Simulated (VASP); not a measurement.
# ZrB2 (P6/mmm) in VASP: density of states with PBE

Aim: the density of states of ZrB2 with PBE.

Everything below comes from runs of VASP 6.6.1. Logs are shortened: lines on timing, memory, paths and dates and some standing lists are left out, and cuts for length are marked.

## (1) The cell of the first run

The structure is hexagonal, space group P6/mmm (No. 191). Conventional cell: a = 3.171 Å, b = 3.171 Å, c = 3.543 Å, α = 90.00°, β = 90.00°, γ = 120.00°. Within 3.4 Å of Zr (site symmetry 6/mmm) lie 12 B at 2.55 Å and 6 Zr at 3.17 Å. B (site symmetry -6m2) has 3 B at 1.83 Å within 2.4 Å.

## (2) Density of states, PBE

Input file POSCAR:

```
ZrB2
1.0
    3.1709581027      0.0000000000      0.0000000000
   -1.5854790513      2.7461302713      0.0000000000
    0.0000000000      0.0000000000      3.5427929303
Zr B
1 2
Direct
    0.0000000000      0.0000000000      0.0000000000
    0.3333333333      0.6666666667      0.5000000000
    0.6666666667      0.3333333333      0.5000000000
```

Input file INCAR.step1:

```
SYSTEM = ZrB2
PREC = Accurate
ENCUT = 520
EDIFF = 1E-6
ISMEAR = 0
SIGMA = 0.05
LREAL = .FALSE.
LASPH = .TRUE.
NELM = 100
ALGO = Normal
ISIF = 2
LWAVE = .FALSE.
LCHARG = .TRUE.
LMAXMIX = 4
GGA = PE
NBANDS = 16
```

Input file KPOINTS.step1:

```
regular mesh
0
G
  12 12 10
  0 0 0
```

Input file INCAR.step2:

```
SYSTEM = ZrB2
PREC = Accurate
ENCUT = 520
EDIFF = 1E-6
ISMEAR = -5
SIGMA = 0.05
LREAL = .FALSE.
LASPH = .TRUE.
NELM = 100
ALGO = Normal
ISIF = 2
LWAVE = .FALSE.
LCHARG = .FALSE.
LMAXMIX = 4
GGA = PE
LORBIT = 10
NEDOS = 2001
ICHARG = 11
```

Input file KPOINTS.step2:

```
regular mesh
0
G
  18 18 15
  0 0 0
```

Potentials or basis: VASP PAW PBE potentials, release 64 (Zr_sv, B).

The run is started by

```sh
$ cat potpaw_PBE.64/Zr_sv/POTCAR potpaw_PBE.64/B/POTCAR > POTCAR
$ cp INCAR.step1 INCAR
$ cp KPOINTS.step1 KPOINTS
$ mpirun -np 1 vasp_std > vasp.out
$ cp INCAR.step2 INCAR
$ cp KPOINTS.step2 KPOINTS
$ mpirun -np 1 vasp_std > vasp.out
```

OUTCAR:

```text
SYSTEM = ZrB2
   PREC = Accurate
   ENCUT = 520
   EDIFF = 1E-6
   ISMEAR = -5
   LREAL = .FALSE.
   LASPH = .TRUE.
   NELM = 100
   ISIF = 2
   GGA = PE
   LORBIT = 10
   ICHARG = 11

 ion  position               nearest neighbor table
   1  0.000  0.000  0.000-   2 2.55   3 2.55   2 2.55   3 2.55   2 2.55   2 2.55   3 2.55   3 2.55
                             3 2.55   3 2.55   2 2.55   2 2.55
   2  0.333  0.667  0.500-   3 1.83   3 1.83   3 1.83   1 2.55   1 2.55   1 2.55   1 2.55   1 2.55
                             1 2.55
   3  0.667  0.333  0.500-   2 1.83   2 1.83   2 1.83   1 2.55   1 2.55   1 2.55   1 2.55   1 2.55
                             1 2.55

  LATTYP: Found a hexagonal cell.
 ALAT       =     3.1709581027
 C/A-ratio  =     1.1172626113

  Lattice vectors:

 A1 = (   3.1709581027,   0.0000000000,   0.0000000000)
 A2 = (  -1.5854790513,   2.7461302713,   0.0000000000)
 A3 = (   0.0000000000,   0.0000000000,   3.5427929303)

Analysis of symmetry for initial positions (statically):
=====================================================================
 Subroutine PRICEL returns:
 Original cell was already a primitive cell.

 Routine SETGRP: Setting up the symmetry group for a
 hexagonal supercell.

 Subroutine GETGRP returns: Found 24 space group operations
 (whereof 24 operations were pure point group operations)
 out of a pool of 24 trial point group operations.

The static configuration has the point symmetry D_6h.

Analysis of symmetry for dynamics (positions and initial velocities):
=====================================================================
 Subroutine PRICEL returns:
 Original cell was already a primitive cell.

 Routine SETGRP: Setting up the symmetry group for a
 hexagonal supercell.

 Subroutine GETGRP returns: Found 24 space group operations
 (whereof 24 operations were pure point group operations)
 out of a pool of 24 trial point group operations.

The dynamic configuration has the point symmetry D_6h.

 Subroutine INISYM returns: Found 24 space group operations
 (whereof 24 operations are pure point group operations),
 and found     1 'primitive' translations

----------------------------------------------------------------------------------------

                                     Primitive cell

  volume of cell :      30.8502

  direct lattice vectors                    reciprocal lattice vectors
     3.170958103  0.000000000  0.000000000     0.315362098  0.182074392  0.000000000
    -1.585479051  2.746130271  0.000000000     0.000000000  0.364148784  0.000000000
     0.000000000  0.000000000  3.542792930     0.000000000  0.000000000  0.282263180

  length of vectors
     3.170958103  3.170958103  3.542792930     0.364148784  0.364148784  0.282263180
[... 109 lines left out ...]
   LORBIT       =     10    0 simple, 1 ext, 2 COOP (PROOUT), +10 PAW based schemes
   GGA     = PE    functional components
   LHFCALC =     F    Hartree Fock is set to
   AEXX    =    0.0000 exact exchange contribution
   IVDW    =     0    specifies the selected vdW correction
   LEPSILON=     F    determine dielectric tensor
   LRPA    =     F    only Hartree local field effects (RPA)
 non-spin polarized calculation
 Fermi weights with tetrahedron method with Bloechl corrections
  energy-cutoff  :      520.00
  volume of cell :       30.85
 maximum number of plane-waves:       852
 NGX is ok and might be reduce to    24

 number of electron      18.0000000 magnetization

 Free energy of the ion-electron system (eV)
  ---------------------------------------------------
  ext. energy  EPLUGINS =         0.00000000
  ---------------------------------------------------
  free energy    TOTEN  =       -24.97815590 eV

  energy without entropy =      -24.97815590  energy(sigma->0) =      -24.97815590

 E-fermi :  10.6087     XC(G=0): -12.4271

 val. band max:       10.6201518780   @ k =   0.0556   0.0556   0.4667
 cond. band min:      10.4395988799   @ k =   0.1667   0.1667   0.2000
 fundamental gap:     -0.1805529981
 Fermi energy:        10.6087474954

 k-point     1 :       0.0000    0.0000    0.0000
  band No.  band energies     occupation
      1     -38.1593      2.00000
      2     -16.3441      2.00000
      3     -15.7928      2.00000
      4     -15.7928      2.00000
      5      -2.2280      2.00000
      6       7.8816      2.00000
      7       7.8816      2.00000
      8       7.9050      2.00000
      9       8.1189      2.00000
     10      13.8747      0.00000
     11      13.8747      0.00000
     12      14.6270      0.00000
     13      14.6270      0.00000
[... 354 lines left out ...]
  band No.  band energies     occupation
      1     -38.0436      2.00000
      2     -16.6661      2.00000
      3     -16.1710      2.00000
      4     -16.0697      2.00000
      5       1.1712      2.00000
      6       2.6624      2.00000
      7       6.2218      2.00000
      8       6.7712      2.00000
      9       9.0787      2.00000
     10      10.8747      0.09709
     11      13.8058      0.00000
     12      15.0091      0.00000
     13      15.5249      0.00000

 [... further k-points ...]

------------------------ aborting loop because EDIFF is reached ----------------------------------------

  FORCE on cell =-STRESS in cart. coord.  units (eV):
  Direction    XX          YY          ZZ          XY          YZ          ZX
  --------------------------------------------------------------------------------------
  -------------------------------------------------------------------------------------
  Total        0.0261970      0.0261970      0.0640007      0.0000000     -0.0000000      0.0000000
  in kB        1.3605180      1.3605180      3.3238252      0.0000000     -0.0000000      0.0000000
  external PRESSURE =       2.0149538 kB  Pullay stress =       0.0000000 kB

 VOLUME and BASIS-vectors are now :
 -----------------------------------------------------------------------------
  energy-cutoff  :      520.00
  volume of cell :       30.85
      direct lattice vectors                 reciprocal lattice vectors
     3.170958103  0.000000000  0.000000000     0.315362098  0.182074392  0.000000000
    -1.585479051  2.746130271  0.000000000     0.000000000  0.364148784  0.000000000
     0.000000000  0.000000000  3.542792930     0.000000000  0.000000000  0.282263180

 POSITION                                       TOTAL-FORCE (eV/Angst)
 -----------------------------------------------------------------------------------
      0.00000      0.00000      0.00000        -0.000000      0.000000      0.000000
     -0.00000      1.83075      1.77140         0.000000      0.000000      0.000000
      1.58548      0.91538      1.77140        -0.000000      0.000000      0.000000
 -----------------------------------------------------------------------------------
    total drift:                                0.000000     -0.000000     -0.000000

  FREE ENERGIE OF THE ION-ELECTRON SYSTEM (eV)
  ---------------------------------------------------
  free  energy   TOTEN  =       -24.9781558960 eV

  energy  without entropy=      -24.9781558960  energy(sigma->0) =      -24.97815590

 total charge

# of ion       s       p       d       tot
------------------------------------------
    1        2.167   6.029   1.767   9.963
    2        0.664   1.238   0.000   1.902
    3        0.664   1.238   0.000   1.902
--------------------------------------------------
tot          3.496   8.504   1.767  13.767
```

Run time: 36 s. Hardware: 1 thread of Intel Xeon 6975P-C (Granite Rapids), shared host; peak memory 0.24 GiB.

Results:

- Valence electrons inside the program's atomic spheres: Zr 9.96; B 1.90

Levels at points of the mesh, in eV from the Fermi level:
| k point | band 5 | band 6 | band 7 | band 8 | band 9 | band 10 | band 11 | band 12 | band 13 |
| --- | --- | --- | --- | --- | --- | --- | --- | --- | --- |
| (0.00, 0.00, 0.00) | -12.84 | -2.73 | -2.73 | -2.70 | -2.49 | 3.27 | 3.27 | 4.02 | 4.02 |
| (0.50, 0.00, 0.00) | -9.06 | -8.63 | -4.02 | -3.17 | -2.79 | 2.10 | 2.17 | 4.80 | 4.85 |

Caveat: tetrahedron occupations give inexact forces and stress in metals.
